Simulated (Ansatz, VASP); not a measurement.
NdB3H12: VASP beside Ansatz

Contents of INCAR:

```
  PREC = Accurate
  ENCUT = 520
  EDIFF = 1E-6
  ISMEAR = 0
  SIGMA = 0.01
  LREAL = Auto
  LASPH = T
  NELM = 150
  ALGO = Normal
  ISIF = 2
  LWAVE = F
  LCHARG = F
  ISPIN = 2
  MAGMOM = 3 0 0 0 0 0 0 0 0 0 0 0 0 0 0 0
  LORBIT = 11
  LMAXMIX = 6
  GGA = PE
  NBANDS = 36
```

File KPOINTS:

```
regular mesh
0
Gamma
  1 1 1
```

POSCAR

```
NdB3H12
1.0
   14.7700000000      0.0000000000      0.0000000000
    0.0000000000     15.4700000000      0.0000000000
    0.0000000000      0.0000000000     10.9900000000
Nd B H
1 3 12
Direct
    0.4422207200      0.4997724600      0.4999153800
    0.6136750200      0.5005488000      0.4999153800
    0.3557894400      0.6411486700      0.4999153800
    0.3571983800      0.3576186200      0.4999153800
    0.6952159800      0.4991732400      0.4999153800
    0.5789708900      0.4626593400      0.5903667000
    0.5789708900      0.4626593400      0.4094631500
    0.5806811100      0.5750911400      0.4999153800
    0.3162667600      0.7092579200      0.4999153800
    0.4075098200      0.6313981900      0.5903667000
    0.4075098200      0.6313981900      0.4094631500
    0.3046716300      0.5765972900      0.4999153800
    0.3151800900      0.2908855900      0.4999153800
    0.3401828000      0.4052585600      0.5903667000
    0.3401828000      0.4052585600      0.4094631500
    0.4413100900      0.3476289600      0.4999153800
```

Input for Ansatz:

```yaml
crystal:
  lattice:
    - [14.77, 0.0, 0.0]
    - [0.0, 15.47, 0.0]
    - [0.0, 0.0, 10.99]
  atoms:
    - { symbol: Nd, position: [0.44222072, 0.49977246, 0.49991538], spin: 3.0 }
    - { symbol: B, position: [0.61367502, 0.5005488, 0.49991538] }
    - { symbol: H, position: [0.69521598, 0.49917324, 0.49991538] }
    - { symbol: H, position: [0.57897089, 0.46265934, 0.5903667] }
    - { symbol: H, position: [0.57897089, 0.46265934, 0.40946315] }
    - { symbol: H, position: [0.58068111, 0.57509114, 0.49991538] }
    - { symbol: B, position: [0.35578944, 0.64114867, 0.49991538] }
    - { symbol: H, position: [0.31626676, 0.70925792, 0.49991538] }
    - { symbol: H, position: [0.40750982, 0.63139819, 0.5903667] }
    - { symbol: H, position: [0.40750982, 0.63139819, 0.40946315] }
    - { symbol: H, position: [0.30467163, 0.57659729, 0.49991538] }
    - { symbol: B, position: [0.35719838, 0.35761862, 0.49991538] }
    - { symbol: H, position: [0.31518009, 0.29088559, 0.49991538] }
    - { symbol: H, position: [0.3401828, 0.40525856, 0.5903667] }
    - { symbol: H, position: [0.3401828, 0.40525856, 0.40946315] }
    - { symbol: H, position: [0.44131009, 0.34762896, 0.49991538] }
basis:
  ecutwfc: 420
  ecutrho_ratio: 4
kpoints:
  mp_grid: { grid: [1, 1, 1] }
hamiltonian:
  xc: pbe
scf:
  occupations: { method: gaussian, width: 0.01 }
output:
  forces: true
  eigenvalues: true
  populations: true
  hubbard: { sites: [{ species: Nd, l: f }] }
magnetization:
  spin_polarized: true
```

Alike in both runs: task single point; functional PBE; k mesh 1 × 1 × 1; occupations gaussian, width 0.01 eV; collinear spin.

|  | VASP | Ansatz |
| --- | --- | --- |
| version | VASP 6.6.1 | Ansatz 0.2.0 |
| potentials or method | VASP PAW PBE potentials, release 64 (Nd, B, H), cutoff 520 eV | scalar-relativistic, plane waves, PAW |
| valence electrons in the cell | 35 | 35 |

|  | VASP | Ansatz | Ansatz less VASP |
| --- | --- | --- | --- |
| gap on the k mesh at the Fermi level (eV) | 0.75 | 0.88 | +0.136 |
| rms of the force components (eV/Å) | 0.086 | 0.074 | -0.0118 |
| net moment per atom (μB) | 0.19 | 0.19 | 0.000 |
| size of the moment on the site where the two differ most (μB) | 2.84 | 2.90 | +0.058 |

Site moments also hang on the region over which each program counts them. Ansatz's warnings: given moment on shells, reached outside group, stability check not made, structure snapped to symmetry.

Spin-orbit coupling is off throughout. Noted on VASP's run: the magnetic or orbital state may not be the lowest.
